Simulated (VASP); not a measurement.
# BN (F-43m) in VASP: further runs

BN is run at these levels: PBEsol; tasks: vibrations by perturbation theory.

Everything below comes from runs of VASP 6.6.1. Logs are shortened: lines on timing, memory, paths and dates and some standing lists are left out, and cuts for length are marked.

### Step 1. The cell of the first run

The structure is cubic, space group F-43m (No. 216). Conventional cell: a = 3.609 Å, b = 3.609 Å, c = 3.609 Å, α = 90.00°, β = 90.00°, γ = 90.00°. B (site symmetry -43m) has 4 N at 1.56 Å within 2.1 Å. Within 2.1 Å of N (site symmetry -43m) lie 4 B at 1.56 Å.

### Step 2. Vibrations by perturbation theory, PBEsol

Input file INCAR:

```
SYSTEM = BN
PREC = Accurate
ENCUT = 520
EDIFF = 1E-8
ISMEAR = 0
SIGMA = 0.01
LREAL = .FALSE.
LASPH = .TRUE.
NELM = 80
ALGO = Normal
ISIF = 2
LWAVE = .FALSE.
LCHARG = .TRUE.
GGA = PS
NBANDS = 11
IBRION = 8
NSW = 1
LEPSILON = .TRUE.
```

Input file KPOINTS:

```
regular mesh
0
G
  12 12 12
  0 0 0
```

Input file POSCAR:

```
BN
1.0
    0.0000000000      1.8044068327      1.8044068327
    1.8044068327      0.0000000000      1.8044068327
    1.8044068327      1.8044068327      0.0000000000
B N
1 1
Direct
    0.0000000000      0.0000000000      0.0000000000
    0.7500000000      0.7500000000      0.7500000000
```

Potentials or basis: VASP PAW PBE potentials, release 64 (B, N).

Command:

```console
> cat potpaw_PBE.64/B/POTCAR potpaw_PBE.64/N/POTCAR > POTCAR
> mpirun -np 1 vasp_std > vasp.out
```

OUTCAR:

```text
SYSTEM = BN
   PREC = Accurate
   ENCUT = 520
   EDIFF = 1E-8
   ISMEAR = 0
   LREAL = .FALSE.
   LASPH = .TRUE.
   NELM = 80
   ISIF = 2
   GGA = PS
   IBRION = 8
   NSW = 1
   LEPSILON = .TRUE.

 ion  position               nearest neighbor table
   1  0.000  0.000  0.000-   2 1.56   2 1.56   2 1.56   2 1.56
   2  0.750  0.750  0.750-   1 1.56   1 1.56   1 1.56   1 1.56

  LATTYP: Found a face centered cubic cell.
 ALAT       =     3.6088136654

  Lattice vectors:

 A1 = (   0.0000000000,   1.8044068327,   1.8044068327)
 A2 = (   1.8044068327,   0.0000000000,   1.8044068327)
 A3 = (   1.8044068327,   1.8044068327,   0.0000000000)

Analysis of symmetry for initial positions (statically):
=====================================================================
 Subroutine PRICEL returns:
 Original cell was already a primitive cell.

 Routine SETGRP: Setting up the symmetry group for a
 face centered cubic supercell.

 Subroutine GETGRP returns: Found 24 space group operations
 (whereof 24 operations were pure point group operations)
 out of a pool of 48 trial point group operations.

The static configuration has the point symmetry T_d .

Analysis of symmetry for dynamics (positions and initial velocities):
=====================================================================
 Subroutine PRICEL returns:
 Original cell was already a primitive cell.

 Routine SETGRP: Setting up the symmetry group for a
 face centered cubic supercell.

 Subroutine GETGRP returns: Found 24 space group operations
 (whereof 24 operations were pure point group operations)
 out of a pool of 48 trial point group operations.

The dynamic configuration has the point symmetry T_d .

 Subroutine INISYM returns: Found 24 space group operations
 (whereof 24 operations are pure point group operations),
 and found     1 'primitive' translations

----------------------------------------------------------------------------------------

                                     Primitive cell

  volume of cell :      11.7499

  direct lattice vectors                    reciprocal lattice vectors
     0.000000000  1.804406833  1.804406833    -0.277099372  0.277099372  0.277099372
     1.804406833  0.000000000  1.804406833     0.277099372 -0.277099372  0.277099372
     1.804406833  1.804406833  0.000000000     0.277099372  0.277099372 -0.277099372

  length of vectors
     2.551816615  2.551816615  2.551816615     0.479950191  0.479950191  0.479950191

  position of ions in fractional coordinates (direct lattice)
     0.000000000  0.000000000  0.000000000
     0.750000000  0.750000000  0.750000000

  ion indices of the primitive-cell ions
   primitive index   ion index
                 1           1
                 2           2

----------------------------------------------------------------------------------------

 KPOINTS: regular mesh

Automatic generation of k-mesh.
 Grid dimensions read from file:
 generate k-points for:   12   12   12

 Generating k-lattice:

  Cartesian coordinates                     Fractional coordinates (reciprocal lattice)
[... 485 lines left out ...]
  ---------------------------------------------------
  ---------------------------------------------------
  free energy    TOTEN  =        -0.12635425 eV

  energy without entropy =       -0.12635425

------------------------ aborting loop because EDIFF is reached ----------------------------------------

--------------------------------------- Ionic step        2  -------------------------------------------

------------------------ aborting loop because EDIFF is reached ----------------------------------------

--------------------------------------- Ionic step        3  -------------------------------------------

------------------------ aborting loop because EDIFF is reached ----------------------------------------

 PIEZOELECTRIC TENSOR FIELD DIRECTION 3  (e Angst)
 -----------------------------------------------------------------------------
    -0.00034  0.75554  0.00000           ( -0.00000  0.00385  0.00000)
     0.75554 -0.00034  0.00000           (  0.00385 -0.00000  0.00000)
     0.00000  0.00000  0.00028           (  0.00000  0.00000 -0.00000)

 PIEZOELECTRIC TENSOR FIELD DIRECTION 3  (C/m^2)
 -----------------------------------------------------------------------------
    -0.00046  1.03023  0.00000
     1.03023 -0.00046  0.00000
     0.00000  0.00000  0.00038

--------------------------------------- Ionic step        4  -------------------------------------------

------------------------ aborting loop because EDIFF is reached ----------------------------------------

[... ionic steps 5 to 6 ...]

--------------------------------------- Ionic step        7  -------------------------------------------

 Free energy of the ion-electron system (eV)
  ---------------------------------------------------
  ---------------------------------------------------
  free energy    TOTEN  =        -0.22955253 eV

  energy without entropy =       -0.22955253

------------------------ aborting loop because EDIFF is reached ----------------------------------------

 INTERNAL STRAIN TENSOR  FOR ION    2  DIRECTION 1   (eV/Angst):
 -----------------------------------------------------------------------------
     0.00811  0.00000  0.00000
     0.00000 -0.00296  2.45666
     0.00000  2.45666 -0.00296

 MACROSCOPIC STATIC DIELECTRIC TENSOR (including local field effects in DFT)
 ------------------------------------------------------
           4.633057    -0.000000     0.000000
           0.000000     4.633057     0.000000
          -0.000000     0.000000     4.633057
 ------------------------------------------------------

 PIEZOELECTRIC TENSOR (including local field effects)  for field in x, y, z        (e  Angst)
          XX          YY          ZZ          XY          YZ          ZX
  --------------------------------------------------------------------------------
  x    -0.00000     0.00000     0.00000     0.00000     0.75598     0.00000
  y    -0.00000    -0.00000    -0.00000     0.00000     0.00000     0.75598
  z     0.00000     0.00000    -0.00000     0.75598     0.00000     0.00000

 PIEZOELECTRIC TENSOR (including local field effects)  for field in x, y, z        (C/m^2)
          XX          YY          ZZ          XY          YZ          ZX
  --------------------------------------------------------------------------------
  x    -0.00000     0.00000     0.00000     0.00000     1.03084     0.00000
  y    -0.00000    -0.00000    -0.00000     0.00000     0.00000     1.03084
  z     0.00000     0.00000    -0.00000     1.03084     0.00000     0.00000

 BORN EFFECTIVE CHARGES (including local field effects) (in |e|, cummulative output)
 ---------------------------------------------------------------------------------
 ion    1
    1     1.90043     0.00000     0.00000
    2     0.00000     1.90043     0.00000
    3     0.00000     0.00000     1.90043
 ion    2
    1    -1.90043    -0.00000    -0.00000
    2    -0.00000    -1.90043    -0.00000
    3     0.00000    -0.00000    -1.90043

 INTERNAL STRAIN TENSOR FOR ION    2 for displacements in x,y,z  (eV/Angst):
          X           Y           Z          XY          YZ          ZX
  --------------------------------------------------------------------------------
  x     0.00000    -0.00000    -0.00000     0.00000     2.45666     0.00000
  y    -0.00000     0.00000    -0.00000     0.00000     0.00000     2.45666
  z    -0.00000    -0.00000     0.00000     2.45666     0.00000     0.00000

 SECOND DERIVATIVES (NOT SYMMETRIZED)
 ------------------------------------
               1X          1Y          1Z          2X          2Y          2Z
  1X   -24.570947    0.000000    0.000000   24.570947    0.000000    0.000000
  1Y     0.000000  -24.570947    0.000000    0.000000   24.570947    0.000000
  1Z     0.000000    0.000000  -24.570947    0.000000    0.000000   24.570947
  2X    24.568226    0.000000    0.000000  -24.568226    0.000000    0.000000
  2Y     0.000000   24.568226    0.000000    0.000000  -24.568226    0.000000
  2Z     0.000000    0.000000   24.568226    0.000000    0.000000  -24.568226

 Eigenvectors and eigenvalues of the dynamical matrix
 ----------------------------------------------------

   1 f  =   31.373980 THz   197.128532 2PiTHz 1046.523334 cm-1   129.752298 meV
             X         Y         Z           dx          dy          dz
      0.000000  0.000000  0.000000     0.000000   -0.751206    0.000000
      2.706610  2.706610  2.706610     0.000000    0.660068    0.000000
[... 21 lines left out ...]
   6 f/i=    0.000862 THz     0.005413 2PiTHz    0.028739 cm-1     0.003563 meV
             X         Y         Z           dx          dy          dz
      0.000000  0.000000  0.000000     0.114513    0.114198   -0.639949
      2.706610  2.706610  2.706610     0.130324    0.129966   -0.728310

--------------------------------------------------------------------------------------------------------

 MACROSCOPIC STATIC DIELECTRIC TENSOR IONIC CONTRIBUTION
 ------------------------------------------------------
           2.263793     0.000000    -0.000000
           0.000000     2.263793    -0.000000
          -0.000000    -0.000000     2.263793
 ------------------------------------------------------

 ELASTIC MODULI CONTR FROM IONIC RELAXATION (kBar)
 Direction    XX          YY          ZZ          XY          YZ          ZX
 --------------------------------------------------------------------------------
 XX          -0.0000      0.0000      0.0000      0.0000     -0.0000     -0.0000
 YY           0.0000     -0.0000     -0.0000      0.0000      0.0000     -0.0000
 ZZ           0.0000     -0.0000     -0.0000     -0.0000      0.0000     -0.0000
 XY           0.0000      0.0000     -0.0000    -31.3350      0.0000      0.0000
 YZ          -0.0000      0.0000      0.0000      0.0000    -31.3350     -0.0000
 ZX          -0.0000     -0.0000     -0.0000      0.0000     -0.0000    -31.3350
 --------------------------------------------------------------------------------

 PIEZOELECTRIC TENSOR IONIC CONTR  for field in x, y, z        (C/m^2)
          XX          YY          ZZ          XY          YZ          ZX
  --------------------------------------------------------------------------------
  x    -0.00000     0.00000     0.00000     0.00000    -0.25061    -0.00000
  y    -0.00000    -0.00000    -0.00000     0.00000    -0.00000    -0.25061
  z     0.00000     0.00000    -0.00000    -0.25061     0.00000     0.00000
```

Run time: 90 s. Hardware: 1 thread of Intel Xeon 6975P-C (Granite Rapids), shared host; peak memory 0.2 GiB.

What came out:

| Quantity | Value |
| --- | --- |
| Electronic dielectric tensor (diagonal) | 4.63 |
| Born charges (mean of the diagonal) | B +1.90; N -1.90 e |
| Highest phonon frequency at Γ, LO-TO splitting left out | 1047 cm⁻¹ |

Phonon frequencies in cm⁻¹ (negative: imaginary):
```csv
q point,frequencies
"(0.000, 0.000, 0.000)",0 0 0 1047 1047 1047
```

Electronic dielectric tensor:
```
4.63 0.00 0.00
0.00 4.63 0.00
0.00 0.00 4.63
```

Born effective charge tensors (e):
atom 1, B
```
1.90 0.00 0.00
0.00 1.90 0.00
0.00 0.00 1.90
```
atom 2, N
```
-1.90  0.00  0.00
 0.00 -1.90  0.00
 0.00  0.00 -1.90
```

(Part 1 of 2 ends here.)
